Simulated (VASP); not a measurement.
Write the native input for VASP 6.6.1 that does the following.

```yaml
Task: relaxation of the atoms
Functional: PBE
Potentials_or_basis: VASP PAW PBE potentials, release 64 (Al, Cu)
Cutoff: 520 eV
k_mesh: 7 × 7 × 7
Occupations: fermi-dirac, width 0.05 eV
Spin: no spin polarisation
Dipole_correction: no
Further_INCAR_settings: ALGO = Normal; EDIFF = 1e-06; IBRION = 2; EDIFFG = -0.02; NSW = 80
```

The structure of Al2Cu lies in POSCAR:

```
Al2Cu
1.0
   -3.0335000000      3.0335000000      2.4385000000
    3.0335000000     -3.0335000000      2.4385000000
    3.0335000000      3.0335000000     -2.4385000000
Al Cu
4 2
Direct
    0.6581000000      0.1581000000      0.8162000000
    0.1581000000      0.3419000000      0.5000000000
    0.3419000000      0.8419000000      0.1838000000
    0.8419000000      0.6581000000      0.5000000000
    0.2500000000      0.2500000000      0.0000000000
    0.7500000000      0.7500000000      0.0000000000
```

One way to write it, as run:

INCAR

```
  PREC = Accurate
  ENCUT = 520
  EDIFF = 1E-6
  ISMEAR = -1
  SIGMA = 0.05
  LREAL = False
  LASPH = True
  NELM = 100
  ALGO = Normal
  ISIF = 2
  LWAVE = False
  LCHARG = False
  GGA = PE
  IBRION = 2
  NSW = 80
  EDIFFG = -0.02
```

KPOINTS

```
regular mesh
0
Gamma
  7 7 7
```

Potentials or basis: VASP PAW PBE potentials, release 64 (Al, Cu).

The run is started by

```console
$ cat potpaw_PBE.64/Al/POTCAR potpaw_PBE.64/Cu/POTCAR > POTCAR
$ mpirun -np 1 vasp_std > vasp.out
```

It gave:

| Property | Result |
| --- | --- |
| Pressure after relaxing | -0.3 GPa |
| Band gap on the k mesh | zero (bands 17 and 18 overlap by 3.68 eV) |

Caveat: the relaxation stopped at its first step, so nothing moved.

Run time: 94 s on 1 thread of Intel(R) Xeon(R) Platinum 8375C CPU @ 2.90GHz (Ice Lake) (shared host), peak memory 0.27 GiB.
